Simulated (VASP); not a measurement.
# AlN (Cmcm) in VASP: a series of runs, part 2 of 2

VASP 6.6.1.

## (5) Single point, PBE

This run uses another cell than the first one, of 8.43 Å³/atom, 1.052 times its volume.

File INCAR:

```
ALGO = Normal ; EDIFF = 1E-7
ENCUT = 520 ; GGA = PE
ISIF = 2 ; ISMEAR = 0
LASPH = True ; LCHARG = False
LREAL = False ; LWAVE = False
NBANDS = 16 ; NELM = 60
PREC = Accurate ; SIGMA = 0.05
```

File KPOINTS:

```
k-points
0
Gamma
  8 8 6
```

File POSCAR:

```
AlN
1.0
    0.0000000000     -2.0353166207     -2.0353166207
    0.0000000000      2.0353166207     -2.0353166207
    4.0706332413      0.0000000000      0.0000000000
Al N
2 2
Direct
    0.5057976238      0.4942023762      0.0000000000
   -0.0057976238      0.0057976238      0.5000000000
    0.4978966712      0.5021033288      0.5000000000
    0.0021033288      0.9978966712      0.0000000000
```

Potentials or basis: VASP PAW PBE potentials, release 64 (Al, N).

The run is started by

```
> cat potpaw_PBE.64/Al/POTCAR potpaw_PBE.64/N/POTCAR > POTCAR
> mpirun -np 1 vasp_std > vasp.out
```

OUTCAR:

```text
EDIFF = 1E-7
   ENCUT = 520
   GGA = PE
   ISIF = 2
   ISMEAR = 0
   LASPH = True
   LREAL = False
   NELM = 60
   PREC = Accurate

 ion  position               nearest neighbor table
   1  0.506  0.494  0.000-   4 2.02   4 2.04   4 2.04   3 2.04   3 2.04   4 2.05   2 2.85   2 2.85
                             2 2.88   2 2.88   2 2.88   2 2.88   2 2.91   2 2.91
   2  0.994  0.006  0.500-   3 2.02   3 2.04   3 2.04   4 2.04   4 2.04   3 2.05   1 2.85   1 2.85
                             1 2.88   1 2.88   1 2.88   1 2.88   1 2.91   1 2.91
   3  0.498  0.502  0.500-   2 2.02   2 2.04   2 2.04   1 2.04   1 2.04   2 2.05
   4  0.002  0.998  0.000-   1 2.02   1 2.04   1 2.04   2 2.04   2 2.04   1 2.05

  LATTYP: Found a simple tetragonal cell.
 ALAT       =     2.8783723687
 C/A-ratio  =     1.4142135623

  Lattice vectors:

 A1 = (   0.0000000000,  -2.0353166207,  -2.0353166207)
 A2 = (   0.0000000000,   2.0353166207,  -2.0353166207)
 A3 = (   4.0706332413,   0.0000000000,   0.0000000000)

Analysis of symmetry for initial positions (statically):
=====================================================================
 Subroutine PRICEL returns:
 Original cell was already a primitive cell.

 Routine SETGRP: Setting up the symmetry group for a
 simple tetragonal supercell.

 Subroutine GETGRP returns: Found  8 space group operations
 (whereof  4 operations were pure point group operations)
 out of a pool of 16 trial point group operations.

The static configuration has the point symmetry C_2v.
 The point group associated with its full space group is D_2h.

Analysis of symmetry for dynamics (positions and initial velocities):
=====================================================================
 Subroutine PRICEL returns:
 Original cell was already a primitive cell.

 Routine SETGRP: Setting up the symmetry group for a
 simple tetragonal supercell.

 Subroutine GETGRP returns: Found  8 space group operations
 (whereof  4 operations were pure point group operations)
 out of a pool of 16 trial point group operations.

The dynamic configuration has the point symmetry C_2v.
 The point group associated with its full space group is D_2h.

 Subroutine INISYM returns: Found  8 space group operations
 (whereof  4 operations are pure point group operations),
 and found     1 'primitive' translations

----------------------------------------------------------------------------------------

                                     Primitive cell

  volume of cell :      33.7253

  direct lattice vectors                    reciprocal lattice vectors
     0.000000000 -2.035316621 -2.035316621     0.000000000 -0.245662024 -0.245662024
     0.000000000  2.035316621 -2.035316621     0.000000000  0.245662024 -0.245662024
     4.070633241  0.000000000  0.000000000     0.245662024  0.000000000  0.000000000

  length of vectors
     2.878372369  2.878372369  4.070633241     0.347418566  0.347418566  0.245662024

  position of ions in fractional coordinates (direct lattice)
     0.505797624  0.494202376  0.000000000
     0.994202376  0.005797624  0.500000000
     0.497896671  0.502103329  0.500000000
     0.002103329  0.997896671  0.000000000

  ion indices of the primitive-cell ions
   primitive index   ion index
                 1           1
                 2           2
                 3           3
[... 24 lines left out ...]
 ===========================================

 Found     84 irreducible k-points:

 Following reciprocal coordinates:
            Coordinates               Weight
  0.000000  0.000000  0.000000      1.000000
  0.125000  0.000000  0.000000      4.000000
  0.250000  0.000000  0.000000      4.000000
  0.375000  0.000000  0.000000      4.000000
  0.500000  0.000000  0.000000      2.000000
  0.125000  0.125000  0.000000      2.000000
[... 16 lines left out ...]
  0.125000  0.000000  0.166667      8.000000
  0.250000  0.000000  0.166667      8.000000
 [... further k-points ...]
   k-points           NKPTS =     84   k-points in BZ     NKDIM =     84   number of bands    NBANDS=     16
   number of dos      NEDOS =    301   number of ions     NIONS =      4
   total plane-waves  NPLWV =  17280
   dimension x,y,z NGX =    24 NGY =   24 NGZ =   30
   dimension x,y,z NGXF=    48 NGYF=   48 NGZF=   60
   ions per type =               2   2
   NGX,Y,Z   is equivalent  to a cutoff of  13.86, 13.86, 12.25 a.u.
   NGXF,Y,Z  is equivalent  to a cutoff of  27.72, 27.72, 24.50 a.u.
 SYSTEM =  unknown system
   PREC   = accura    normal or accurate (medium, high low for compatibility)
   ISTART =      0    job   : 0-new  1-cont  2-samecut
   ICHARG =      2    charge: 1-file 2-atom 10-const
   ISPIN  =      1    spin polarized calculation?
   LNONCOLLINEAR =      F non collinear calculations
   LSORBIT =      F    spin-orbit coupling
   LASPH  =      T    aspherical Exc in radial PAW
   ENCUT  =  520.0 eV  38.22 Ry    6.18 a.u.   5.35  5.35  7.57*2*pi/ulx,y,z
   NELM   =     60;   NELMIN=  2; NELMDL= -5     # of ELM steps
   EDIFF  = 0.1E-06   stopping-criterion for ELM
   LREAL  =      F    real-space projection
   EDIFFG = 0.1E-05   stopping-criterion for IOM
   NSW    =      0    number of steps for IOM
   IBRION =     -1    ionic relax: 0-MD 1-quasi-New 2-CG
   NFREE  =      0    steps in history (QN), initial steepest desc. (CG)
   ISIF   =      2    stress and relaxation
   ISYM   =      2    0-nonsym 1-usesym 2-fastsym
   POTIM  = 0.5000    time-step for ionic-motion
   TEBEG  =    0.0;   TEEND  =   0.0 temperature during run
   PSTRESS=    0.0 pullay stress
   NELECT =      16.0000    total number of electrons
   NUPDOWN=      -1.0000    fix difference up-down
   EMIN   =  10.00;   EMAX   =-10.00  energy-range for DOS
   EFERMI =   0.00;   METHOD = LEGACY
   ISMEAR =     0;   SIGMA  =   0.05  broadening in eV -4-tet -1-fermi 0-gaus
   EFERMI_NEDOS =   21; number of points for ismear=-14 and -15
   IALGO  =     38    algorithm
   IMIX   =      4    mixing-type and parameters
     AMIX     =   0.40;   BMIX     =  1.00
     AMIX_MAG =   1.60;   BMIX_MAG =  1.00
  volume/ion in A,a.u.               =       8.43        56.90
  Fermi-wavevector in a.u.,A,eV,Ry     =   1.276820  2.412839 22.181144  1.630268
  Thomas-Fermi vector in A             =   2.409454
   LORBIT       =      0    0 simple, 1 ext, 2 COOP (PROOUT), +10 PAW based schemes
   GGA     = PE    functional components
   LHFCALC =     F    Hartree Fock is set to
   AEXX    =    0.0000 exact exchange contribution
   IVDW    =     0    specifies the selected vdW correction
   LEPSILON=     F    determine dielectric tensor
   LRPA    =     F    only Hartree local field effects (RPA)
 non-spin polarized calculation
 Gauss-broadening in eV      SIGMA  =   0.05
  energy-cutoff  :      520.00
  volume of cell :       33.73
 maximum number of plane-waves:       928
 NGX is ok and might be reduce to    24

 number of electron      15.9999997 magnetization

 Free energy of the ion-electron system (eV)
  ---------------------------------------------------
  ext. energy  EPLUGINS =         0.00000000
  ---------------------------------------------------
  free energy    TOTEN  =       -29.08560221 eV

  energy without entropy =      -29.08560221  energy(sigma->0) =      -29.08560221

 E-fermi :   9.9951     XC(G=0): -12.1909

 val. band max:        9.7032974347   @ k =   0.0000   0.0000   0.0000
 cond. band min:      14.1126038135   @ k =   0.5000   0.5000   0.0000
 fundamental gap:      4.4093063788
 Fermi energy:         9.9951195084

 k-point     1 :       0.0000    0.0000    0.0000
  band No.  band energies     occupation
      1      -7.6675      2.00000
      2      -3.5344      2.00000
      3       2.4574      2.00000
      4       6.9573      2.00000
      5       6.9577      2.00000
      6       9.7005      2.00000
[... 433 lines left out ...]
      3       2.9996      2.00000
      4       5.2248      2.00000
      5       6.0477      2.00000
      6       7.5695      2.00000
[... 8 lines left out ...]
     15      22.1007      0.00000
     16      23.7412      0.00000

 [... further k-points ...]
[... 5 lines left out ...]
  --------------------------------------------------------------------------------------
  -------------------------------------------------------------------------------------
  Total       -0.0480660     -0.0337184     -0.0670306      0.0000000      0.0000000      0.0000000
  in kB       -2.2834536     -1.6018479     -3.1844001      0.0000000      0.0000000      0.0000000
  external PRESSURE =      -2.3565672 kB  Pullay stress =       0.0000000 kB

 VOLUME and BASIS-vectors are now :
 -----------------------------------------------------------------------------
  energy-cutoff  :      520.00
  volume of cell :       33.73
      direct lattice vectors                 reciprocal lattice vectors
     0.000000000 -2.035316621 -2.035316621     0.000000000 -0.245662024 -0.245662024
     0.000000000  2.035316621 -2.035316621     0.000000000  0.245662024 -0.245662024
     4.070633241  0.000000000  0.000000000     0.245662024  0.000000000  0.000000000

 POSITION                                       TOTAL-FORCE (eV/Angst)
 -----------------------------------------------------------------------------------
      0.00000     -0.02360     -2.03532         0.000000      0.238726      0.000000
      2.03532     -2.01172     -2.03532         0.000000     -0.238726      0.000000
      2.03532      0.00856     -2.03532         0.000000     -0.044667      0.000000
      0.00000      2.02675     -2.03532         0.000000      0.044667      0.000000
 -----------------------------------------------------------------------------------
    total drift:                               -0.000000     -0.000000     -0.000000

  FREE ENERGIE OF THE ION-ELECTRON SYSTEM (eV)
  ---------------------------------------------------
  free  energy   TOTEN  =       -29.0856022113 eV

  energy  without entropy=      -29.0856022113  energy(sigma->0) =      -29.08560221
```

OSZICAR:

```text
N       E                     dE             d eps       ncg     rms          rms(c)
DAV:   1     0.344879992469E+02    0.34488E+02   -0.73312E+03  2688   0.922E+02
DAV:   2    -0.299557355775E+02   -0.64444E+02   -0.58724E+02  3888   0.181E+02
DAV:   3    -0.325291006023E+02   -0.25734E+01   -0.25667E+01  3224   0.359E+01
DAV:   4    -0.325402948844E+02   -0.11194E-01   -0.11194E-01  3360   0.271E+00
DAV:   5    -0.325404004663E+02   -0.10558E-03   -0.10558E-03  3264   0.273E-01    0.106E+01
DAV:   6    -0.291056575239E+02    0.34347E+01   -0.69882E+00  3320   0.199E+01    0.362E+00
DAV:   7    -0.290988381827E+02    0.68193E-02   -0.52390E-01  2816   0.532E+00    0.261E+00
DAV:   8    -0.290888085714E+02    0.10030E-01   -0.41666E-02  2888   0.180E+00    0.562E-01
DAV:   9    -0.290854703796E+02    0.33382E-02   -0.66247E-03  3312   0.661E-01    0.217E-01
DAV:  10    -0.290856957555E+02   -0.22538E-03   -0.13035E-03  3256   0.245E-01    0.131E-01
DAV:  11    -0.290856018983E+02    0.93857E-04   -0.21311E-04  3304   0.112E-01    0.223E-02
DAV:  12    -0.290856023864E+02   -0.48802E-06   -0.90263E-06  3088   0.236E-02    0.441E-03
DAV:  13    -0.290856022603E+02    0.12608E-06   -0.52767E-07  3432   0.573E-03    0.130E-03
DAV:  14    -0.290856022113E+02    0.48985E-07   -0.44197E-08  1680   0.185E-03
   1 F= -.29085602E+02 E0= -.29085602E+02  d E =-.275347E-18
```

stdout:

```text
POSCAR found type information on POSCAR AlN
 POSCAR found :  2 types and       4 ions
 scaLAPACK will be used
 LDA part: xc-table for (Slater+PW92), standard interpolation
 POSCAR, INCAR and KPOINTS ok, starting setup
 FFT: planning ... GRIDC
 FFT: planning ... GRID_SOFT
 FFT: planning ... GRID
 WAVECAR not read
 entering main loop
```

Wall time 42 s (1 thread of Intel Xeon Platinum 8259CL at 2.50GHz (Skylake/Cascade Lake), shared host); peak memory 0.16 GiB.

What came out:

```
Free energy            : -29.0856 eV
Pressure               : -0.2 GPa
Largest force          : 0.239 eV/Å
Band gap on the k mesh : 4.41 eV
```

Forces on the atoms (eV/Å):
```
Al   0.000  0.239  0.000
Al   0.000 -0.239  0.000
N    0.000 -0.045  0.000
N    0.000  0.045  0.000
```

Stress tensor (GPa, compression positive):
```
-0.23  0.00  0.00
 0.00 -0.16  0.00
 0.00  0.00 -0.32
```

A k mesh can miss the band edges. A hybrid or GW would open this gap; PBE tends to underestimate it.

## (6) Overview

| cell | gap on the mesh (eV) | pressure (GPa) | largest force (eV/Å) |
| --- | --- | --- | --- |
| a = 2.830, b = 2.830, c = 4.003 Å, 4 atoms | 4.89 | 14.0 | 0.55 |
| a = 2.854, b = 2.854, c = 4.037 Å, 4 atoms | 4.64 | 6.5 | 0.52 |
| a = 2.878, b = 2.878, c = 4.071 Å, 4 atoms | 4.41 | -0.2 | 0.24 |

Some of these runs hold the atoms at other places in the same cell, which the table doesn't show; runs alike in all that it shows share one row.

Alike in all rows: task single point; level PBE; potentials or basis VASP PAW PBE potentials, release 64 (Al, N); no spin polarisation; k mesh 8 × 8 × 6; cutoff (eV) 520; smearing gaussian 0.05 eV.

Absolute energies hang on the potentials; compare differences alone.
